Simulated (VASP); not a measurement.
# In (P6/mmm) in VASP: notebook, part 2 of 2

VASP 6.6.1. Earlier steps stand in the parts before.

### 4 Relaxation of cell and atoms, BLYP

This run uses another cell than the first one, of 26.14 Å³/atom.

File INCAR:

```
PREC = Accurate
ENCUT = 600
EDIFF = 1E-6
ISMEAR = -1
SIGMA = 0.1
LREAL = F
LASPH = T
NELM = 60
ALGO = Normal
ISIF = 3
LWAVE = F
LCHARG = F
GGA = B5
ALDAX = 1.0
AGGAX = 1.0
AGGAC = 1.0
ALDAC = 0.0
IBRION = 2
NSW = 80
EDIFFG = -0.01
```

File KPOINTS:

```
regular mesh
0
Gamma
  7 7 10
```

File POSCAR:

```
In
1.0
    5.2864609513      0.0000000000      0.0000000000
   -2.6432304757      4.5782094800      0.0000000000
    0.0000000000      0.0000000000      3.2406005632
In
3
Direct
    0.0000000000      0.0000000000      0.0000000000
    0.3333333333      0.6666666667      0.5000000000
    0.6666666667      0.3333333333      0.5000000000
```

Potentials or basis: VASP PAW PBE potentials, release 64 (In_d).

Command:

```sh
$ cat potpaw_PBE.64/In_d/POTCAR > POTCAR
$ mpirun -np 1 vasp_std > vasp.out
```

OUTCAR:

```text
PREC = Accurate
   ENCUT = 600
   EDIFF = 1E-6
   ISMEAR = -1
   LREAL = F
   LASPH = T
   NELM = 60
   ISIF = 3
   GGA = B5
   IBRION = 2
   NSW = 80
   EDIFFG = -0.01

 ion  position               nearest neighbor table
   1  0.000  0.000  0.000-   2 3.46   3 3.46   2 3.46   3 3.46   3 3.46   3 3.46   2 3.46   2 3.46
                             3 3.46   3 3.46   2 3.46   2 3.46
   2  0.333  0.667  0.500-   3 3.05   3 3.05   3 3.05   1 3.46   1 3.46   1 3.46   1 3.46   1 3.46
                             1 3.46
   3  0.667  0.333  0.500-   2 3.05   2 3.05   2 3.05   1 3.46   1 3.46   1 3.46   1 3.46   1 3.46
                             1 3.46

  LATTYP: Found a hexagonal cell.
 ALAT       =     5.2864609513
 C/A-ratio  =     0.6130000000

  Lattice vectors:

 A1 = (   5.2864609513,   0.0000000000,   0.0000000000)
[... 407 lines left out ...]
  ---------------------------------------------------
  free energy    TOTEN  =        -5.61629095 eV

  energy without entropy =       -5.58021488  energy(sigma->0) =       -5.59825291

 E-fermi :   6.0904     XC(G=0):  -8.8030

 val. band max:        5.9646883962   @ k =   0.1429  -0.0000   0.5000
 cond. band min:       6.1577444876   @ k =   0.0000   0.0000   0.2000
 fundamental gap:      0.1930560914
 Fermi energy:         6.0903663871

 k-point     1 :       0.0000    0.0000    0.0000
  band No.  band energies     occupation
      1      -8.6751      2.00000
      2      -8.5339      2.00000
      3      -8.5339      2.00000
      4      -8.5205      2.00000
      5      -8.5063      2.00000
      6      -8.4687      2.00000
[... 613 lines left out ...]
     22       8.4494      0.00000
     23       9.0316      0.00000

 [... further k-points ...]

------------------------ aborting loop because EDIFF is reached ----------------------------------------

  FORCE on cell =-STRESS in cart. coord.  units (eV):
  Direction    XX          YY          ZZ          XY          YZ          ZX
  --------------------------------------------------------------------------------------
  -------------------------------------------------------------------------------------
  Total        0.0016062      0.0016062     -0.0177969     -0.0000000     -0.0000000      0.0000000
  in kB        0.0271513      0.0271513     -0.3008465     -0.0000000     -0.0000000      0.0000000
  external PRESSURE =      -0.0821813 kB  Pullay stress =       0.0000000 kB
[... 18 lines left out ...]
  FREE ENERGIE OF THE ION-ELECTRON SYSTEM (eV)
  ---------------------------------------------------
  free  energy   TOTEN  =        -5.6162909460 eV

  energy  without entropy=       -5.5802148751  energy(sigma->0) =       -5.59825291

 reached required accuracy - stopping structural energy minimisation
```

OSZICAR:

```text
N       E                     dE             d eps       ncg     rms          rms(c)
DAV:   1     0.356068261874E+03    0.35607E+03   -0.20872E+04  2208   0.253E+03
DAV:   2     0.235529062705E+02   -0.33252E+03   -0.33038E+03  2215   0.501E+02
DAV:   3    -0.460965992814E+01   -0.28163E+02   -0.27934E+02  2649   0.176E+02
[... 59 lines left out ...]
DAV:   2    -0.563050445070E+01    0.22323E-01   -0.52806E-02  3110   0.346E+00    0.650E-01
DAV:   3    -0.561580899917E+01    0.14695E-01   -0.25242E-02  3057   0.262E+00    0.114E-01
DAV:   4    -0.561631791877E+01   -0.50892E-03   -0.57830E-03  2330   0.960E-01    0.135E-01
DAV:   5    -0.561628653826E+01    0.31381E-04   -0.31002E-04  3241   0.237E-01    0.385E-02
DAV:   6    -0.561629113912E+01   -0.46009E-05   -0.63180E-05  2582   0.137E-01    0.137E-02
DAV:   7    -0.561629094599E+01    0.19313E-06   -0.28663E-06  1728   0.272E-02
   7 F= -.56162909E+01 E0= -.55982529E+01  d E =-.183918E-02
```

Wall time 12 min (1 thread of Intel Xeon 8259CL, shared host); peak memory 0.27 GiB.

Results:

```yaml
Free_energy: -5.6163 eV
Relaxed_volume: 31.59 Å³/atom
Relaxed_cell: a = 5.589 Å, b = 5.589 Å, c = 3.503 Å, α = 90.00°, β = 90.00°, γ = 120.00°
Space_group_after_relaxing_to_0.1_Å: P6/mmm (No. 191)
Energy_gained_by_relaxing: 94.1 meV/atom
Ionic_steps: 7
Pressure_after_relaxing: 0.0 GPa
Band_gap_on_the_k_mesh: zero (an odd number of electrons rules out a gap without spin polarisation)
```

Step by step:
| step | energy change (eV) | largest force (eV/Å) | pressure (GPa) | volume (Å³) |
| --- | --- | --- | --- | --- |
| 1 | 0.0000 | 0.0000 | 6.79 | 78.43 |
| 2 | -0.2745 | 0.0000 | 0.72 | 91.70 |
| 3 | -0.2804 | 0.0000 | -0.18 | 95.07 |
| 4 | -0.2806 | 0.0000 | 0.02 | 94.38 |
| 5 | -0.2806 | 0.0000 | -0.10 | 94.72 |
| 6 | -0.2815 | 0.0000 | -0.03 | 94.74 |
| 7 | -0.2824 | 0.0000 | -0.01 | 94.78 |

Final structure:
```
In
1.0
     5.58909    0.00000    0.00000
    -2.79454    4.84029    0.00000
     0.00000    0.00000    3.50346
In
3
Direct
  0.00000 0.00000 0.00000
  0.33333 0.66667 0.50000
  0.66667 0.33333 0.50000
```

Levels at points of the mesh, in eV from the Fermi level:
| k point | band 15 | band 16 | band 17 | band 18 | band 19 | band 20 | band 21 | band 22 | band 23 |
| --- | --- | --- | --- | --- | --- | --- | --- | --- | --- |
| (0.00, 0.00, 0.00) | -14.42 | -8.46 | -3.19 | -2.92 | -0.63 | -0.63 | -0.47 | -0.47 | 3.80 |
| (0.00, 0.00, 0.50) | -14.38 | -5.81 | -4.69 | -0.62 | 0.49 | 0.88 | 1.02 | 1.02 | 1.37 |

Caveat: the volume moved by over 15 % at a fixed basis, so the end points are rough; the PAW data sets were made with another functional, which shifts forces and pressure a little; spin-orbit coupling is left out, which moves the levels of the heavy elements.

### 5 Overview

```csv
task,cell,k mesh,cutoff (eV),gap on the mesh (eV),pressure (GPa)
single point,"a = 5.801, b = 5.801, c = 3.630 Å, angles 90.0, 90.0, 120.0°, 3 atoms",8 × 8 × 10,520,none,-1.7
single point,"a = 5.586, b = 5.586, c = 3.495 Å, angles 90.0, 90.0, 120.0°, 3 atoms",9 × 9 × 12,520,none,0.3
relaxation of cell and atoms,"relaxed from a = 5.286, b = 5.286, c = 3.241 Å, angles 90.0, 90.0, 120.0°, 3 atoms",7 × 7 × 10,600,none,0.0
```

Alike in all rows: level BLYP; potentials or basis VASP PAW PBE potentials, release 64 (In_d); no spin polarisation; smearing fermi-dirac 0.1 eV.

Caveats: the PAW data sets were made with another functional, which shifts forces and pressure a little; spin-orbit coupling is left out, which moves the levels of the heavy elements; the volume moved by over 15 % at a fixed basis, so the end points are rough (at least some runs).

Absolute energies hang on the potentials; compare differences alone.
